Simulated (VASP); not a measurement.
InP, 2 atoms in the cell. The structure is cubic, space group F-43m (No. 216). The conventional cell has a = 5.861 Å, b = 5.861 Å, c = 5.861 Å, α = 90.00°, β = 90.00°, γ = 90.00°. Within 3.3 Å of In (site symmetry -43m) lie 4 P at 2.54 Å. P (site symmetry -43m) has 4 In at 2.54 Å within 3.3 Å. 

```yaml
Program: VASP 6.6.1
Task: relaxation of cell and atoms
Functional: r2SCAN
Potentials_or_basis: VASP PAW PBE potentials, release 64 (In_d, P)
Cutoff: 550 eV
k_mesh: 14 × 14 × 14
Occupations: fermi-dirac, width 0.1 eV
Spin: no spin polarisation
Dipole_correction: no
Further_INCAR_settings: ALGO = Normal; EDIFF = 1e-07; IBRION = 2; EDIFFG = -0.002; NSW = 100; ISIF = 3
```

Potentials or basis: VASP PAW PBE potentials, release 64 (In_d, P).

Run with:

```console
$ cat potpaw_PBE.64/In_d/POTCAR potpaw_PBE.64/P/POTCAR > POTCAR
$ cp INCAR.step1 INCAR
$ mpirun -np 1 vasp_std > vasp.out
$ cp INCAR.step2 INCAR
$ mpirun -np 1 vasp_std > vasp.out
```

Hardware: 1 thread of AMD EPYC 9R45 96-Core Processor (Zen 5), on a shared host.

Problem. Estimate the wall time of this run.

Solution. Wall time 7.4 min on 1 thread of AMD EPYC 9R45 96-Core Processor (Zen 5) (shared host), peak memory 0.22 GiB. Counts: k points 104, ion steps 3.
